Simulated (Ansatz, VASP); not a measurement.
Si6Ru: VASP beside Ansatz

```
Si Ru
1.0
     3.66823    0.00000    0.00000
     0.00000    7.41518    0.00000
     0.00000    0.00000    4.28749
Si Ru
6 1
Cartesian
  1.8341 0.0000 3.8240
  0.0000 0.0000 2.3645
  1.8341 5.2147 0.3924
  0.0000 5.0319 2.0079
  1.8341 2.2005 0.3924
  0.0000 2.3833 2.0079
  0.0000 3.7076 4.0140
```

Change from the starting cell: the structure that the rattled cell fell into.

Alike in both runs: task relaxation of cell and atoms; functional PBE; k mesh 8 × 4 × 8; occupations gaussian, width 0.1 eV; no spin polarisation.

```csv
,VASP,Ansatz
version,VASP 6.6.1,Ansatz 0.2.0
potentials or method,"VASP PAW PBE potentials, release 64 (Si, Ru_pv), cutoff 600 eV","scalar-relativistic, plane waves, PAW"
valence electrons in the cell,38,40
```

Ansatz gave:

* gap on the k mesh at the Fermi level, each at its own relaxed structure (eV): none
* relaxed volume (Å³/atom): 16.65
* relaxed cell length with the largest relative difference (Å): 7.410

Problem. Which values does VASP return?

Solution. gap on the k mesh at the Fermi level, each at its own relaxed structure (eV): none; relaxed volume (Å³/atom): 16.65; relaxed cell length with the largest relative difference (Å): 7.407.

A gap of «none» marks a metal or a gap that the smearing closes. VASP's potentials hold 38 valence electrons a cell and Ansatz's 40, so a difference there can come from the potentials and not from the codes.
